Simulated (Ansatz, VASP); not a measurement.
## Al3GaN4 in VASP and in Ansatz

```
CELL_PARAMETERS angstrom
0.00000 -4.40699 0.00000
0.00000 0.00000 -4.40699
10.81399 0.00000 0.00000
ATOMIC_POSITIONS crystal
Al 0.50000 0.00000 0.04988
Al 0.50000 0.00000 0.45741
Al 0.00000 0.50000 0.04988
Al 0.00000 0.50000 0.45741
Al 0.50000 0.50000 0.25364
Al 0.50000 0.50000 0.66117
Ga 0.00000 0.00000 0.25364
Ga 0.00000 0.00000 0.66117
N 0.25529 0.74471 0.14961
N 0.25529 0.74471 0.55713
N 0.74471 0.25529 0.14961
N 0.74471 0.25529 0.55713
N 0.25529 0.25529 0.76521
N 0.25529 0.25529 0.35768
N 0.74471 0.74471 0.76521
N 0.74471 0.74471 0.35768
```

Alike in both runs: task single point; functional PBEsol; k mesh 5 × 5 × 3; occupations gaussian, width 0.05 eV; no spin polarisation.

|  | VASP | Ansatz |
| --- | --- | --- |
| version | VASP 6.6.1 | Ansatz 0.2.0 |
| potentials or method | VASP PAW PBE potentials, release 64 (Al, Ga_d, N), cutoff 520 eV | scalar-relativistic, plane waves, PAW |
| valence electrons in the cell | 84 | 84 |

|  | VASP | Ansatz | Ansatz less VASP |
| --- | --- | --- | --- |
| gap on the k mesh at the Fermi level (eV) | none | none | - |
| pressure (GPa) | -3.3 | -3.2 | +0.06 |
| traceless stress, the component that is largest in VASP (GPa) | -4.53 | -4.51 | +0.019 |
| rms of the force components (eV/Å) | 0.569 | 0.570 | +0.0016 |

VASP's potentials were made for PBE, not for PBEsol. Atom by atom the forces differ by 0.008 eV/Å (rms over components). A gap of «none» marks a metal or a gap that the smearing closes.
